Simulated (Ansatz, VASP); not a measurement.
**Two plane-wave programs on MgRh**

The input INCAR:

```
SYSTEM = MgRh
ALGO = Normal
EDIFF = 1E-8
ENCUT = 520
GGA = CA
ISIF = 2
ISMEAR = -1
LASPH = .TRUE.
LCHARG = .FALSE.
LEFG = .TRUE.
LREAL = .FALSE.
LWAVE = .FALSE.
NBANDS = 16
NELM = 60
PREC = Accurate
SIGMA = 0.05
```

KPOINTS

```
k-points
0
G
  10 10 10
  0 0 0
```

Contents of POSCAR:

```
MgRh
1.0
    3.0992000000      0.0000000000      0.0000000000
    0.0000000000      3.0992000000      0.0000000000
    0.0000000000      0.0000000000      3.0992000000
Mg Rh
1 1
Direct
    0.0000000000      0.0000000000      0.0000000000
    0.5000000000      0.5000000000      0.5000000000
```

Input for Ansatz:

```yaml
crystal:
  lattice:
    - [3.0992, 0.0, 0.0]
    - [0.0, 3.0992, 0.0]
    - [0.0, 0.0, 3.0992]
  atoms:
    - { symbol: Mg, position: [0.0, 0.0, 0.0] }
    - { symbol: Rh, position: [0.5, 0.5, 0.5] }
kpoints:
  mp_grid: { grid: [10, 10, 10] }
scf:
  occupations: { method: fermi_dirac, width: 0.05 }
hamiltonian:
  xc: lda
  pseudopotentials: { kind: paw }
output:
  forces: true
  stress: true
  eigenvalues: true
  efg: { contact_densities: true }
  populations: true
```

Change from the starting cell: shortest bond scaled by 1, PAW files.

Alike in both runs: task electric field gradients; functional LDA; k mesh 10 × 10 × 10; occupations fermi-dirac, width 0.05 eV; no spin polarisation.

|  | VASP | Ansatz |
| --- | --- | --- |
| version | VASP 6.6.1 | Ansatz 0.2.0 |
| potentials or method | VASP PAW LDA potentials, release 64 (Mg, Rh_pv) | PAW with Ansatz's default frozen-core files, scalar-relativistic |
| plane-wave cutoff (eV) | 520 | 420 |
| valence electrons in the cell | 17 | 27 |

VASP gave:

| Quantity | Value |
| --- | --- |
| pressure (GPa) | -6.6 |

Question: Estimate Ansatz's values.

Answer: Pressure (GPa): -6.3.

LDA's correlation is that of Perdew and Zunger in VASP and of Perdew and Wang (1992) in Ansatz. VASP's potentials hold 17 valence electrons a cell and Ansatz's 27, so a difference there can come from the potentials and not from the codes.
